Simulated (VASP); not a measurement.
Here is a VASP 6.6.1 calculation.

File INCAR:

```
SYSTEM = Si
  PREC = Accurate
  ENCUT = 520
  EDIFF = 1E-6
  ISMEAR = 0
  SIGMA = 0.15
  LREAL = .False.
  LASPH = .True.
  NELM = 80
  ALGO = Normal
  ISIF = 2
  LWAVE = .False.
  LCHARG = .False.
  NBANDS = 26
```

KPOINTS

```
regular mesh
0
Gamma
  6 6 2
  0 0 0
```

The input POSCAR:

```
Si
1.0
    3.7948000000      0.0000000000      0.0000000000
   -1.8974000000      3.2863900000      0.0000000000
    0.0000000000      0.0000000000     12.7099000000
Si
8
Direct
    0.0000000000      0.0000000000      0.4062000000
    0.0000000000      0.0000000000      0.9062000000
    0.0000000000      0.0000000000      0.0938000000
    0.0000000000      0.0000000000      0.5938000000
    0.3333333333      0.6666666667      0.3437000000
    0.6666666667      0.3333333333      0.8437000000
    0.3333333333      0.6666666667      0.1563000000
    0.6666666667      0.3333333333      0.6563000000
```

Potentials or basis: VASP PAW LDA potentials, release 64 (Si).

Launch:

```sh
$ cat potpaw_LDA.64/Si/POTCAR > POTCAR
$ mpirun -np 1 vasp_std > vasp.out
```

(1) What does it give for the band gap on the k mesh?

(2) Predict the pressure.

Answers

(1) 0.50 eV, indirect (least direct gap 1.40 eV).

(2) -0.5 GPa.
